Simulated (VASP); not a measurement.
# Al5P (F-43m) in VASP: a series of runs

Runs on Al5P. Level: PBE. Tasks: single point, relaxation of cell and atoms.

All numbers are computed with VASP 6.6.1; they aren't measurements. Logs are shortened: lines on timing, memory, paths and dates and some standing lists are left out, and cuts for length are marked.

## Step 1: The cell of the first run

It takes space group F-43m (No. 216, cubic). The conventional cell has a = 7.442 Å, b = 7.442 Å, c = 7.442 Å, α = 90.00°, β = 90.00°, γ = 90.00°. Within 4.1 Å of Al (site symmetry -43m) lie 12 Al at 3.08 Å and 4 P at 3.22 Å. Al (site symmetry 3m) has 9 Al at 2.62 to 3.08 Å and 3 P at 3.09 Å within 3.5 Å. Within 4.1 Å of P (site symmetry -43m) lie 16 Al at 3.09 to 3.22 Å.

## Step 2: Single point, PBE

File INCAR:

```
SYSTEM = Al5P
PREC = Accurate
ENCUT = 520
EDIFF = 1E-6
ISMEAR = 0
SIGMA = 0.1
LREAL = .FALSE.
LASPH = .TRUE.
NELM = 100
ALGO = Normal
ISIF = 2
LWAVE = .FALSE.
LCHARG = .TRUE.
GGA = PE
LELF = .TRUE.
LVHAR = .TRUE.
NBANDS = 19
```

File KPOINTS:

```
regular mesh
0
G
  10 10 10
  0 0 0
```

File POSCAR:

```
Al5P
1.0
    0.0000000000      3.7210975241      3.7210975241
    3.7210975241      0.0000000000      3.7210975241
    3.7210975241      3.7210975241      0.0000000000
Al P
5 1
Direct
    0.2500000000      0.2500000000      0.2500000000
    0.6246866963      0.6246866963      0.6246866963
    0.1259399111      0.6246866963      0.6246866963
    0.6246866963      0.1259399111      0.6246866963
    0.6246866963      0.6246866963      0.1259399111
    0.0000000000      0.0000000000      0.0000000000
```

Potentials or basis: VASP PAW PBE potentials, release 64 (Al, P).

The run is started by

```bash
$ cat potpaw_PBE.64/Al/POTCAR potpaw_PBE.64/P/POTCAR > POTCAR
$ mpirun -np 1 vasp_std > vasp.out
```

OUTCAR:

```text
SYSTEM = Al5P
   PREC = Accurate
   ENCUT = 520
   EDIFF = 1E-6
   ISMEAR = 0
   LREAL = .FALSE.
   LASPH = .TRUE.
   NELM = 100
   ISIF = 2
   GGA = PE

 ion  position               nearest neighbor table
   1  0.250  0.250  0.250-   3 3.08   4 3.08   3 3.08   5 3.08   4 3.08   5 3.08   2 3.08   2 3.08
                             2 3.08   4 3.08   3 3.08   5 3.08
   2  0.625  0.625  0.625-   3 2.62   4 2.62   5 2.62   3 2.64   4 2.64   5 2.64   1 3.08   1 3.08
                             1 3.08   6 3.09   6 3.09   6 3.09
   3  0.126  0.625  0.625-   2 2.62   4 2.62   5 2.62   4 2.64   5 2.64   2 2.64   1 3.08   1 3.08
                             1 3.08   6 3.09   6 3.09   6 3.09
   4  0.625  0.126  0.625-   2 2.62   3 2.62   5 2.62   3 2.64   5 2.64   2 2.64   1 3.08   1 3.08
                             1 3.08   6 3.09   6 3.09   6 3.09
   5  0.625  0.625  0.126-   2 2.62   3 2.62   4 2.62   4 2.64   3 2.64   2 2.64   1 3.08   1 3.08
                             1 3.08   6 3.09   6 3.09   6 3.09
   6  0.000  0.000  0.000-   5 3.09   4 3.09   3 3.09   2 3.09   2 3.09   2 3.09   5 3.09   4 3.09
                             3 3.09   5 3.09   4 3.09   3 3.09

  LATTYP: Found a face centered cubic cell.
 ALAT       =     7.4421950482

  Lattice vectors:

 A1 = (   0.0000000000,   3.7210975241,   3.7210975241)
 A2 = (   3.7210975241,   0.0000000000,   3.7210975241)
 A3 = (   3.7210975241,   3.7210975241,   0.0000000000)

Analysis of symmetry for initial positions (statically):
=====================================================================
 Subroutine PRICEL returns:
 Original cell was already a primitive cell.

 Routine SETGRP: Setting up the symmetry group for a
 face centered cubic supercell.

 Subroutine GETGRP returns: Found 24 space group operations
 (whereof 24 operations were pure point group operations)
 out of a pool of 48 trial point group operations.

The static configuration has the point symmetry T_d .

Analysis of symmetry for dynamics (positions and initial velocities):
=====================================================================
 Subroutine PRICEL returns:
 Original cell was already a primitive cell.

 Routine SETGRP: Setting up the symmetry group for a
 face centered cubic supercell.

 Subroutine GETGRP returns: Found 24 space group operations
 (whereof 24 operations were pure point group operations)
 out of a pool of 48 trial point group operations.

The dynamic configuration has the point symmetry T_d .

 Subroutine INISYM returns: Found 24 space group operations
 (whereof 24 operations are pure point group operations),
 and found     1 'primitive' translations

----------------------------------------------------------------------------------------

                                     Primitive cell

  volume of cell :     103.0489

  direct lattice vectors                    reciprocal lattice vectors
     0.000000000  3.721097524  3.721097524    -0.134368959  0.134368959  0.134368959
     3.721097524  0.000000000  3.721097524     0.134368959 -0.134368959  0.134368959
     3.721097524  3.721097524  0.000000000     0.134368959  0.134368959 -0.134368959

  length of vectors
     5.262426585  5.262426585  5.262426585     0.232733864  0.232733864  0.232733864

  position of ions in fractional coordinates (direct lattice)
     0.250000000  0.250000000  0.250000000
     0.624686696  0.624686696  0.624686696
     0.125939911  0.624686696  0.624686696
     0.624686696  0.125939911  0.624686696
     0.624686696  0.624686696  0.125939911
     0.000000000  0.000000000  0.000000000

  ion indices of the primitive-cell ions
   primitive index   ion index
                 1           1
                 2           2
                 3           3
                 4           4
                 5           5
                 6           6

----------------------------------------------------------------------------------------

 KPOINTS: regular mesh

Automatic generation of k-mesh.
 Grid dimensions read from file:
 generate k-points for:   10   10   10

 Generating k-lattice:

  Cartesian coordinates                     Fractional coordinates (reciprocal lattice)
    -0.013436896  0.013436896  0.013436896     0.100000000  0.000000000  0.000000000
     0.013436896 -0.013436896  0.013436896     0.000000000  0.100000000  0.000000000
     0.013436896  0.013436896 -0.013436896     0.000000000  0.000000000  0.100000000

  Length of vectors
     0.023273386  0.023273386  0.023273386

  Shift w.r.t. Gamma in fractional coordinates (k-lattice)
     0.000000000  0.000000000  0.000000000

 Subroutine IBZKPT returns following result:
 ===========================================

 Found     47 irreducible k-points:

 Following reciprocal coordinates:
            Coordinates               Weight
  0.000000  0.000000  0.000000      1.000000
  0.100000  0.000000  0.000000      8.000000
  0.200000  0.000000  0.000000      8.000000
  0.300000  0.000000  0.000000      8.000000
  0.400000  0.000000  0.000000      8.000000
  0.500000  0.000000  0.000000      4.000000
[... 16 lines left out ...]
  0.300000  0.300000  0.000000      6.000000
  0.400000  0.300000  0.000000     24.000000
 [... further k-points ...]
   k-points           NKPTS =     47   k-points in BZ     NKDIM =     47   number of bands    NBANDS=     19
   number of dos      NEDOS =    301   number of ions     NIONS =      6
   total plane-waves  NPLWV =  64000
   dimension x,y,z NGX =    40 NGY =   40 NGZ =   40
   dimension x,y,z NGXF=    80 NGYF=   80 NGZF=   80
   ions per type =               5   1
   NGX,Y,Z   is equivalent  to a cutoff of  12.64, 12.64, 12.64 a.u.
   NGXF,Y,Z  is equivalent  to a cutoff of  25.27, 25.27, 25.27 a.u.
 SYSTEM =  Al5P
   PREC   = accura    normal or accurate (medium, high low for compatibility)
   ISTART =      0    job   : 0-new  1-cont  2-samecut
   ICHARG =      2    charge: 1-file 2-atom 10-const
   ISPIN  =      1    spin polarized calculation?
   LNONCOLLINEAR =      F non collinear calculations
   LSORBIT =      F    spin-orbit coupling
   LASPH  =      T    aspherical Exc in radial PAW
   ENCUT  =  520.0 eV  38.22 Ry    6.18 a.u.   9.78  9.78  9.78*2*pi/ulx,y,z
   NELM   =    100;   NELMIN=  2; NELMDL= -5     # of ELM steps
   EDIFF  = 0.1E-05   stopping-criterion for ELM
   LREAL  =      F    real-space projection
   EDIFFG = 0.1E-04   stopping-criterion for IOM
   NSW    =      0    number of steps for IOM
   IBRION =     -1    ionic relax: 0-MD 1-quasi-New 2-CG
   NFREE  =      0    steps in history (QN), initial steepest desc. (CG)
   ISIF   =      2    stress and relaxation
   ISYM   =      2    0-nonsym 1-usesym 2-fastsym
   POTIM  = 0.5000    time-step for ionic-motion
   TEBEG  =    0.0;   TEEND  =   0.0 temperature during run
   PSTRESS=    0.0 pullay stress
   NELECT =      20.0000    total number of electrons
   NUPDOWN=      -1.0000    fix difference up-down
   EMIN   =  10.00;   EMAX   =-10.00  energy-range for DOS
   EFERMI =   0.00;   METHOD = LEGACY
   ISMEAR =     0;   SIGMA  =   0.10  broadening in eV -4-tet -1-fermi 0-gaus
   EFERMI_NEDOS =   21; number of points for ismear=-14 and -15
   IALGO  =     38    algorithm
   IMIX   =      4    mixing-type and parameters
     AMIX     =   0.40;   BMIX     =  1.00
     AMIX_MAG =   1.60;   BMIX_MAG =  1.00
  volume/ion in A,a.u.               =      17.17       115.90
  Fermi-wavevector in a.u.,A,eV,Ry     =   0.947845  1.791166 12.223600  0.898409
  Thomas-Fermi vector in A             =   2.075977
   LORBIT       =      0    0 simple, 1 ext, 2 COOP (PROOUT), +10 PAW based schemes
   GGA     = PE    functional components
   LHFCALC =     F    Hartree Fock is set to
   AEXX    =    0.0000 exact exchange contribution
   IVDW    =     0    specifies the selected vdW correction
   LEPSILON=     F    determine dielectric tensor
   LRPA    =     F    only Hartree local field effects (RPA)
 non-spin polarized calculation
 Gauss-broadening in eV      SIGMA  =   0.10
  energy-cutoff  :      520.00
  volume of cell :      103.05
 maximum number of plane-waves:      2790
   NGX = 19   NGY = 19   NGZ = 19

 number of electron      20.0000001 magnetization

 Free energy of the ion-electron system (eV)
  ---------------------------------------------------
  ext. energy  EPLUGINS =         0.00000000
  ---------------------------------------------------
  free energy    TOTEN  =       -22.24901116 eV

  energy without entropy =      -22.22954026  energy(sigma->0) =      -22.23927571

 E-fermi :   7.5172     XC(G=0): -10.1402

 val. band max:        7.5109163826   @ k =   0.5000   0.4000   0.0000
 cond. band min:       7.5173103089   @ k =  -0.3000   0.2000   0.0000
 fundamental gap:      0.0063939262
 Fermi energy:         7.5172317978

 k-point     1 :       0.0000    0.0000    0.0000
  band No.  band energies     occupation
      1      -4.4667      2.00000
      2       0.1597      2.00000
      3       3.1068      2.00000
      4       3.6911      2.00000
      5       3.6911      2.00000
      6       3.6911      2.00000
[... 11 lines left out ...]
     18      13.5364      0.00000
     19      15.7047      0.00000

 k-point     2 :       0.1000    0.0000    0.0000
  band No.  band energies     occupation
      1      -4.4000      2.00000
      2       0.0288      2.00000
      3       2.7177      2.00000
      4       3.5300      2.00000
      5       3.5722      2.00000
      6       3.5722      2.00000
[... 11 lines left out ...]
     18      13.3358      0.00000
     19      15.6793      0.00000

 k-point     3 :       0.2000    0.0000    0.0000
  band No.  band energies     occupation
      1      -4.2044      2.00000
      2      -0.3523      2.00000
      3       2.0034      2.00000
      4       3.3877      2.00000
      5       3.3877      2.00000
      6       3.4673      2.00000
[... 11 lines left out ...]
     18      12.5953      0.00000
     19      15.1323      0.00000

 k-point     4 :       0.3000    0.0000    0.0000
  band No.  band energies     occupation
      1      -3.8987      2.00000
      2      -0.9194      2.00000
      3       1.5152      2.00000
      4       3.2238      2.00000
      5       3.2762      2.00000
      6       3.2762      2.00000
[... 11 lines left out ...]
     18      11.5965      0.00000
     19      14.9936      0.00000

 k-point     5 :       0.4000    0.0000    0.0000
  band No.  band energies     occupation
      1      -3.5441      2.00000
      2      -1.4986      2.00000
      3       1.2698      2.00000
      4       2.9926      2.00000
      5       3.2551      2.00000
      6       3.2551      2.00000
[... 11 lines left out ...]
     18      11.9072      0.00000
     19      14.3072      0.00000
[... 334 lines left out ...]
      2      -1.2057      2.00000
      3       0.4455      2.00000
      4       2.0361      2.00000
      5       2.9567      2.00000
      6       3.8710      2.00000
[... 11 lines left out ...]
     18      12.8831      0.00000
     19      13.0324      0.00000

 k-point    22 :      -0.2000    0.2000    0.0000
  band No.  band energies     occupation
      1      -3.7996      2.00000
      2      -0.8422      2.00000
      3       0.8819      2.00000
      4       2.4444      2.00000
      5       3.4102      2.00000
      6       3.6526      2.00000
[... 11 lines left out ...]
     18      12.6511      0.00000
     19      12.9667      0.00000

 k-point    23 :       0.3000    0.3000    0.0000
  band No.  band energies     occupation
      1      -3.7206      2.00000
      2      -0.6723      2.00000
      3       1.1009      2.00000
      4       2.1208      2.00000
      5       2.1208      2.00000
      6       2.3865      2.00000
[... 11 lines left out ...]
     18      11.9592      0.00000
     19      12.7781      0.00000

 k-point    24 :       0.4000    0.3000    0.0000
  band No.  band energies     occupation
      1      -3.4631      2.00000
      2      -0.8700      2.00000
      3       0.5428      2.00000
      4       1.5960      2.00000
      5       1.9998      2.00000
      6       2.8401      2.00000
[... 11 lines left out ...]
     18      12.1011      0.00000
     19      12.6763      0.00000

 [... further k-points ...]
[... 5 lines left out ...]
  --------------------------------------------------------------------------------------
  -------------------------------------------------------------------------------------
  Total       -0.0037398     -0.0037398     -0.0037398      0.0000000      0.0000000      0.0000000
  in kB       -0.0581453     -0.0581453     -0.0581453      0.0000000      0.0000000      0.0000000
  external PRESSURE =      -0.0581453 kB  Pullay stress =       0.0000000 kB

 VOLUME and BASIS-vectors are now :
 -----------------------------------------------------------------------------
  energy-cutoff  :      520.00
  volume of cell :      103.05
      direct lattice vectors                 reciprocal lattice vectors
     0.000000000  3.721097524  3.721097524    -0.134368959  0.134368959  0.134368959
     3.721097524  0.000000000  3.721097524     0.134368959 -0.134368959  0.134368959
     3.721097524  3.721097524  0.000000000     0.134368959  0.134368959 -0.134368959

 POSITION                                       TOTAL-FORCE (eV/Angst)
 -----------------------------------------------------------------------------------
      1.86055      1.86055      1.86055        -0.000000     -0.000000      0.000000
      4.64904      4.64904      4.64904         0.000481      0.000481      0.000481
      4.64904      2.79315      2.79315         0.000481     -0.000481     -0.000481
      2.79315      4.64904      2.79315        -0.000481      0.000481     -0.000481
      2.79315      2.79315      4.64904        -0.000481     -0.000481      0.000481
      0.00000      0.00000      0.00000         0.000000      0.000000      0.000000
 -----------------------------------------------------------------------------------
    total drift:                                0.000000      0.000000      0.000000

  FREE ENERGIE OF THE ION-ELECTRON SYSTEM (eV)
  ---------------------------------------------------
  free  energy   TOTEN  =       -22.2490111596 eV

  energy  without entropy=      -22.2295402604  energy(sigma->0) =      -22.23927571
```

Wall time 66 s (1 thread of Intel Xeon Platinum 8259CL at 2.50GHz (Skylake/Cascade Lake), shared host); peak memory 0.26 GiB.

What came out:

```
Free energy            : -22.2490 eV
Pressure               : 0.0 GPa
Band gap on the k mesh : zero (band 10 reaches 8.48 eV, above the bottom of band 11 at 5.81 eV)
```

Levels at points of the mesh, in eV from the Fermi level:
```
           k point  band 8  band 9  band 10  band 11  band 12  band 13
(0.00, 0.00, 0.00)   -2.70   -2.70    -1.91    -0.98    -0.98    -0.98
(0.50, 0.00, 0.00)   -3.54   -0.73     0.36     0.73     0.73     1.53
(0.50, 0.50, 0.00)    0.11    0.32     0.32     2.09     2.11     2.14
```

## Step 3: Relaxation of cell and atoms, PBE

File INCAR:

```
PREC = Accurate ; ENCUT = 600
EDIFF = 1E-7 ; ISMEAR = 0
SIGMA = 0.1 ; LREAL = False
LASPH = True ; NELM = 100
ALGO = Normal ; ISIF = 3
LWAVE = False ; LCHARG = False
GGA = PE ; IBRION = 2
NSW = 100 ; EDIFFG = -0.01
```

File KPOINTS:

```
regular mesh
0
Gamma
  10 10 10
```

File POSCAR:

```
Al5P
1.0
    0.0000000000      3.7200905867      3.7200905867
    3.7200905867      0.0000000000      3.7200905867
    3.7200905867      3.7200905867      0.0000000000
Al P
5 1
Direct
    0.2500000000      0.2500000000      0.2500000000
    0.6244727678      0.6244727678      0.6244727678
    0.1265816967      0.6244727678      0.6244727678
    0.6244727678      0.1265816967      0.6244727678
    0.6244727678      0.6244727678      0.1265816967
    0.0000000000      0.0000000000      0.0000000000
```

Potentials or basis: VASP PAW PBE potentials, release 64 (Al, P).

The run is started by

```bash
$ cat potpaw_PBE.64/Al/POTCAR potpaw_PBE.64/P/POTCAR > POTCAR
$ mpirun -np 1 vasp_std > vasp.out
```

Run time: 2.5 min. Hardware: 1 thread of Intel Xeon Platinum 8259CL at 2.50GHz (Skylake/Cascade Lake), shared host; peak memory 0.29 GiB.

Results (log left out):

```
Free energy                            : -22.2487 eV
Relaxed volume                         : 17.17 Å³/atom
Relaxed cell                           : a = 5.262 Å, b = 5.262 Å, c = 5.262 Å, α = 60.00°, β = 60.00°, γ = 60.00°
Space group after relaxing (to 0.05 Å) : F-43m (No. 216)
Energy gained by relaxing              : 0.1 meV/atom
Ionic steps                            : 3
Pressure after relaxing                : 0.0 GPa
```

The path:
| step | energy change (eV) | largest force (eV/Å) | pressure (GPa) | volume (Å³) |
| --- | --- | --- | --- | --- |
| 1 | 0.0000 | 0.0724 | 0.06 | 102.97 |
| 2 | -0.0004 | 0.0179 | 0.00 | 103.06 |
| 3 | -0.0004 | 0.0002 | 0.01 | 103.04 |

Final structure:
```
CELL_PARAMETERS angstrom
0.00000 3.72098 3.72098
3.72098 0.00000 3.72098
3.72098 3.72098 0.00000
ATOMIC_POSITIONS crystal
Al 0.25000 0.25000 0.25000
Al 0.62469 0.62469 0.62469
Al 0.12593 0.62469 0.62469
Al 0.62469 0.12593 0.62469
Al 0.62469 0.62469 0.12593
P 0.00000 0.00000 0.00000
```

Levels at points of the mesh, in eV from the Fermi level:
```csv
k point,band 6,band 7,band 8,band 9,band 10,band 11,band 12,band 13,band 14
"(0.00, 0.00, 0.00)",-3.83,-2.70,-2.70,-2.70,-1.91,-0.98,-0.98,-0.98,-0.36
"(0.50, 0.00, 0.00)",-4.25,-3.54,-3.54,-0.73,0.36,0.73,0.73,1.53,1.53
"(0.50, 0.50, 0.00)",-5.67,-0.57,0.11,0.32,0.32,2.09,2.11,2.14,2.14
```

Caveat: the bands computed are all filled at some k points, so no gap is given.

## Step 4: Single point, PBE

File INCAR:

```
ALGO = Normal
EDIFF = 1E-6
ENCUT = 520
GGA = PE
ISIF = 2
ISMEAR = 0
LASPH = True
LCHARG = False
LREAL = False
LWAVE = False
NBANDS = 19
NELM = 100
PREC = Accurate
SIGMA = 0.1
```

File KPOINTS:

```
k-points
0
Gamma
  4 4 4
```

File POSCAR:

```
Al5P
1.0
    0.0000000000      3.7200905867      3.7200905867
    3.7200905867      0.0000000000      3.7200905867
    3.7200905867      3.7200905867      0.0000000000
Al P
5 1
Direct
    0.7500000000      0.7500000000      0.7500000000
    0.3755272322      0.3755272322      0.8734183033
    0.3755272322      0.8734183033      0.3755272322
    0.3755272322      0.3755272322      0.3755272322
    0.8734183033      0.3755272322      0.3755272322
    0.0000000000      0.0000000000      0.0000000000
```

The run is started by

```bash
$ cat potpaw_PBE.64/Al/POTCAR potpaw_PBE.64/P/POTCAR > POTCAR
$ mpirun -np 1 vasp_std > vasp.out
```

It took 16 s on 1 thread of Intel Xeon Platinum 8259CL at 2.50GHz (Skylake/Cascade Lake), shared host; peak memory 0.23 GiB.

It converged, with:

| Item | Value |
| --- | --- |
| Free energy | -22.1289 eV |
| Pressure | 0.1 GPa |
| Band gap on the k mesh | zero (band 10 reaches 8.49 eV, above the bottom of band 11 at 6.16 eV) |

Forces on the atoms (eV/Å):
```
Al   0.000  0.000  0.000
Al   0.002  0.002 -0.002
Al   0.002 -0.002  0.002
Al  -0.002 -0.002 -0.002
Al  -0.002  0.002  0.002
P    0.000  0.000  0.000
```

Levels at points of the mesh, in eV from the Fermi level:
```csv
k point,band 8,band 9,band 10,band 11,band 12,band 13
"(0.00, 0.00, 0.00)",-2.81,-2.81,-2.01,-1.09,-1.09,-1.09
"(0.50, 0.00, 0.00)",-3.66,-0.84,0.25,0.61,0.61,1.42
"(0.50, 0.50, 0.00)",0.00,0.20,0.20,1.96,2.00,2.03
```

Caveat: the k points lie up to 0.37 Å⁻¹ apart.

## Step 5: Summary

```csv
task,cell,k mesh,cutoff (eV),gap on the mesh (eV),pressure (GPa)
single point,"a = 5.262 Å, angles 60.0°, 6 atoms",10 × 10 × 10,520,none,0.0
relaxation of cell and atoms,"relaxed from a = 5.261 Å, angles 60.0°, 6 atoms",10 × 10 × 10,600,-,0.0
single point,"a = 5.261 Å, angles 60.0°, 6 atoms",4 × 4 × 4,520,none,0.1
```

Some of these runs hold the atoms at other places in the same cell, which the table doesn't show; runs alike in all that it shows share one row.

Alike in all rows: level PBE; potentials or basis VASP PAW PBE potentials, release 64 (Al, P); no spin polarisation; smearing gaussian 0.1 eV.

Caveats: some runs use coarse meshes; the bands computed are all filled at some k points, so no gap is given (some runs).

Absolute energies hang on the potentials; compare differences alone.
